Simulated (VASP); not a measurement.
# Ta (Pm-3m) in VASP: a series of runs, part 2 of 2

VASP 6.6.1.

**3. Single point, r2SCAN0**

POSCAR

```
Ta
1.0
    2.7248734565      0.0000000000      0.0000000000
    0.0000000000      2.7248734565      0.0000000000
    0.0000000000      0.0000000000      2.7248734565
Ta
1
Direct
    0.0000000000      0.0000000000      0.0000000000
```

INCAR.step1

```
SYSTEM = Ta
PREC     = Accurate       ! precision mode
ENCUT    = 520            ! plane-wave cutoff, eV
EDIFF    = 1E-5           ! SCF threshold, eV
ISMEAR   = -1             ! smearing method
SIGMA    = 0.1            ! smearing width, eV
LREAL    = .FALSE.        ! projectors in reciprocal space
LASPH    = .TRUE.         ! aspherical terms in the spheres
NELM     = 60             ! most SCF steps
ALGO     = Normal         ! electronic algorithm
ISIF     = 2              ! what is computed and relaxed
LWAVE    = .TRUE.         ! write WAVECAR
GGA      = PE             ! functional
NBANDS   = 12             ! bands
```

INCAR.step2

```
SYSTEM = Ta
PREC     = Accurate       ! precision mode
ENCUT    = 520            ! plane-wave cutoff, eV
EDIFF    = 1E-7           ! SCF threshold, eV
ISMEAR   = -1             ! smearing method
SIGMA    = 0.1            ! smearing width, eV
LREAL    = .FALSE.        ! projectors in reciprocal space
LASPH    = .TRUE.         ! aspherical terms in the spheres
NELM     = 60             ! most SCF steps
ALGO     = Normal         ! electronic algorithm
ISIF     = 2              ! what is computed and relaxed
LWAVE    = .FALSE.        ! write WAVECAR
LCHARG   = .TRUE.         ! write CHGCAR
METAGGA  = R2SCAN         ! meta-GGA
LHFCALC  = .TRUE.         ! exact exchange
AEXX     = 0.25           ! exact-exchange fraction
LMIXTAU  = .TRUE.       
PRECFOCK = Normal       
LELF     = .TRUE.         ! ELF
LVHAR    = .TRUE.       
ISTART   = 1            
NBANDS   = 12             ! bands
```

KPOINTS

```
regular mesh
0
G
  6 6 6
  0 0 0
```

Potentials or basis: VASP PAW PBE potentials, release 64 (Ta_pv).

The run is started by

```sh
> cat potpaw_PBE.64/Ta_pv/POTCAR > POTCAR
> cp INCAR.step1 INCAR
> mpirun -np 1 vasp_std > vasp.out
> cp INCAR.step2 INCAR
> mpirun -np 1 vasp_std > vasp.out
```

OUTCAR:

```text
SYSTEM = Ta
   PREC = Accurate
   ENCUT = 520
   EDIFF = 1E-7
   ISMEAR = -1
   LREAL = .FALSE.
   LASPH = .TRUE.
   NELM = 60
   ISIF = 2
   METAGGA = R2SCAN
   LHFCALC = .TRUE.
   AEXX = 0.25
   PRECFOCK = Normal
   ISTART = 1

 ion  position               nearest neighbor table
   1  0.000  0.000  0.000-

  LATTYP: Found a simple cubic cell.
 ALAT       =     2.7248734565

  Lattice vectors:

 A1 = (   2.7248734565,   0.0000000000,   0.0000000000)
 A2 = (   0.0000000000,   2.7248734565,   0.0000000000)
 A3 = (   0.0000000000,   0.0000000000,   2.7248734565)

Analysis of symmetry for initial positions (statically):
=====================================================================
 Subroutine PRICEL returns:
 Original cell was already a primitive cell.

 Routine SETGRP: Setting up the symmetry group for a
 simple cubic supercell.

 Subroutine GETGRP returns: Found 48 space group operations
 (whereof 48 operations were pure point group operations)
 out of a pool of 48 trial point group operations.

The static configuration has the point symmetry O_h .

Analysis of symmetry for dynamics (positions and initial velocities):
=====================================================================
 Subroutine PRICEL returns:
 Original cell was already a primitive cell.

 Routine SETGRP: Setting up the symmetry group for a
 simple cubic supercell.

 Subroutine GETGRP returns: Found 48 space group operations
 (whereof 48 operations were pure point group operations)
 out of a pool of 48 trial point group operations.

The dynamic configuration has the point symmetry O_h .

 Subroutine INISYM returns: Found 48 space group operations
 (whereof 48 operations are pure point group operations),
 and found     1 'primitive' translations

----------------------------------------------------------------------------------------

                                     Primitive cell

  volume of cell :      20.2320

  direct lattice vectors                    reciprocal lattice vectors
     2.724873457  0.000000000  0.000000000     0.366989519  0.000000000  0.000000000
     0.000000000  2.724873457  0.000000000     0.000000000  0.366989519  0.000000000
     0.000000000  0.000000000  2.724873457     0.000000000  0.000000000  0.366989519

  length of vectors
     2.724873457  2.724873457  2.724873457     0.366989519  0.366989519  0.366989519

  position of ions in fractional coordinates (direct lattice)
     0.000000000  0.000000000  0.000000000

  ion indices of the primitive-cell ions
   primitive index   ion index
                 1           1

----------------------------------------------------------------------------------------

 KPOINTS: regular mesh

Automatic generation of k-mesh.
 Grid dimensions read from file:
 generate k-points for:    6    6    6

 Generating k-lattice:

  Cartesian coordinates                     Fractional coordinates (reciprocal lattice)
     0.061164920  0.000000000  0.000000000     0.166666667  0.000000000  0.000000000
     0.000000000  0.061164920  0.000000000     0.000000000  0.166666667  0.000000000
     0.000000000  0.000000000  0.061164920     0.000000000  0.000000000  0.166666667

[... 36 lines left out ...]
   dimension x,y,z NGX =    20 NGY =   20 NGZ =   20
   dimension x,y,z NGXF=    40 NGYF=   40 NGZF=   40
   ions per type =               1
   NGX,Y,Z   is equivalent  to a cutoff of  12.20, 12.20, 12.20 a.u.
   NGXF,Y,Z  is equivalent  to a cutoff of  24.40, 24.40, 24.40 a.u.
 SYSTEM =  Ta
   PREC   = accura    normal or accurate (medium, high low for compatibility)
   ISTART =      1    job   : 0-new  1-cont  2-samecut
   ICHARG =      0    charge: 1-file 2-atom 10-const
   ISPIN  =      1    spin polarized calculation?
   LNONCOLLINEAR =      F non collinear calculations
   LSORBIT =      F    spin-orbit coupling
   LASPH  =      T    aspherical Exc in radial PAW
   ENCUT  =  520.0 eV  38.22 Ry    6.18 a.u.   5.07  5.07  5.07*2*pi/ulx,y,z
   NELM   =     60;   NELMIN=  2; NELMDL=  0     # of ELM steps
   EDIFF  = 0.1E-06   stopping-criterion for ELM
   LREAL  =      F    real-space projection
   EDIFFG = 0.1E-05   stopping-criterion for IOM
   NSW    =      0    number of steps for IOM
   IBRION =     -1    ionic relax: 0-MD 1-quasi-New 2-CG
   NFREE  =      0    steps in history (QN), initial steepest desc. (CG)
   ISIF   =      2    stress and relaxation
   ISYM   =      3    0-nonsym 1-usesym 2-fastsym
   POTIM  = 0.5000    time-step for ionic-motion
   TEBEG  =    0.0;   TEEND  =   0.0 temperature during run
   PSTRESS=    0.0 pullay stress
   NELECT =      11.0000    total number of electrons
   NUPDOWN=      -1.0000    fix difference up-down
   EMIN   =  10.00;   EMAX   =-10.00  energy-range for DOS
   EFERMI =   0.00;   METHOD = LEGACY
   ISMEAR =    -1;   SIGMA  =   0.10  broadening in eV -4-tet -1-fermi 0-gaus
   EFERMI_NEDOS =   21; number of points for ismear=-14 and -15
   IALGO  =     38    algorithm
   IMIX   =      1    mixing-type and parameters
     AMIX     =   0.40;   BMIX     =  1.00
     AMIX_MAG =   1.60;   BMIX_MAG =  1.00
  volume/ion in A,a.u.               =      20.23       136.53
  Fermi-wavevector in a.u.,A,eV,Ry     =   1.336163  2.524982 24.290905  1.785331
  Thomas-Fermi vector in A             =   2.464811
   LORBIT       =      0    0 simple, 1 ext, 2 COOP (PROOUT), +10 PAW based schemes
   METAGGA = R2SCAN    functional components
   LHFCALC =     T    Hartree Fock is set to
   PRECFOCK=normal    Normal, Fast or Accurate (Low or Medium for compatibility)
   ENCUT4O =  -1.0   cutoff for four orbital integrals eV
   NKREDX  =     1    reduce k-point grid by
   NKREDY  =     1    reduce k-point grid by
   NKREDZ  =     1    reduce k-point grid by
   AEXX    =    0.2500 exact exchange contribution
   HFSCREEN=    0.0000 screening length (either q_TF or 0.3 A-1)
   HFSCREENC=   0.0000 screening length for correlation (either q_TF or 0.3 A-1)
   ENCUTFOCK=  -1.0 apply spherical cutoff to Coloumb kernel
   IVDW    =     0    specifies the selected vdW correction
   LEPSILON=     F    determine dielectric tensor
   LRPA    =     F    only Hartree local field effects (RPA)
 non-spin polarized calculation
  energy-cutoff  :      520.00
  volume of cell :       20.23
 maximum number of plane-waves:       560
  NGX = 16; NGY = 16; NGZ = 16

 number of electron      11.0000007 magnetization

 Free energy of the ion-electron system (eV)
  ---------------------------------------------------
  ext. energy  EPLUGINS =         0.00000000
  ---------------------------------------------------
  free energy    TOTEN  =       -41.45714852 eV

  energy without entropy =      -41.43534100  energy(sigma->0) =      -41.44624476

 E-fermi :   3.8402     XC(G=0): -10.0652

 val. band max:        3.6644659697   @ k =   0.3333   0.1667   0.1667
 cond. band min:       4.1074528151   @ k =   0.5000   0.0000   0.0000
 fundamental gap:      0.4429868455
 Fermi energy:         3.8402434314

 k-point     1 :       0.0000    0.0000    0.0000
  band No.  band energies     occupation
      1     -32.5110      2.00000
      2     -32.5110      2.00000
      3     -32.5110      2.00000
      4      -4.6993      2.00000
      5       0.4784      2.00000
      6       0.4784      2.00000
      7      12.4569      0.00000
      8      12.4569      0.00000
      9      12.4569      0.00000
     10      19.7632      0.00000
     11      21.0810      0.00000
     12      21.0810      0.00000
[... 271 lines left out ...]
 k-point    20 :       0.5000    0.5000    0.5000
  band No.  band energies     occupation
      1     -33.5728      2.00000
      2     -33.5728      2.00000
      3     -33.5728      2.00000
      4       1.4142      2.00000
      5       1.4142      2.00000
      6       1.4142      2.00000
      7      13.0294      0.00000
      8      14.9997      0.00000
      9      14.9997      0.00000
     10      17.7553      0.00000
     11      17.7553      0.00000
     12      17.7553      0.00000

------------------------ aborting loop because EDIFF is reached ----------------------------------------

  FORCE on cell =-STRESS in cart. coord.  units (eV):
  Direction    XX          YY          ZZ          XY          YZ          ZX
  --------------------------------------------------------------------------------------
  -------------------------------------------------------------------------------------
  Total       -0.0671137     -0.0671137     -0.0671137      0.0000000      0.0000000     -0.0000000
  in kB       -5.3147467     -5.3147467     -5.3147467      0.0000000      0.0000000     -0.0000000
  external PRESSURE =      -5.3147467 kB  Pullay stress =       0.0000000 kB

 VOLUME and BASIS-vectors are now :
 -----------------------------------------------------------------------------
  energy-cutoff  :      520.00
  volume of cell :       20.23
      direct lattice vectors                 reciprocal lattice vectors
     2.724873457  0.000000000  0.000000000     0.366989519  0.000000000  0.000000000
     0.000000000  2.724873457  0.000000000     0.000000000  0.366989519  0.000000000
     0.000000000  0.000000000  2.724873457     0.000000000  0.000000000  0.366989519

 POSITION                                       TOTAL-FORCE (eV/Angst)
 -----------------------------------------------------------------------------------
      0.00000      0.00000      0.00000         0.000000      0.000000      0.000000
 -----------------------------------------------------------------------------------
    total drift:                               -0.000003     -0.000002     -0.000002

  FREE ENERGIE OF THE ION-ELECTRON SYSTEM (eV)
  ---------------------------------------------------
  free  energy   TOTEN  =       -41.4571485177 eV

  energy  without entropy=      -41.4353409960  energy(sigma->0) =      -41.44624476
```

It took 7.2 min on 1 thread of Intel Xeon Platinum 8488C (Sapphire Rapids), shared host; peak memory 0.14 GiB.

What came out:

| Item | Value |
| --- | --- |
| Free energy | -41.4571 eV |
| Pressure | -0.5 GPa |

Caveat: the k points lie up to 0.38 Å⁻¹ apart; the PAW data sets were made with another functional, which shifts forces and pressure a little; spin-orbit coupling is left out, which moves the levels of the heavy elements.
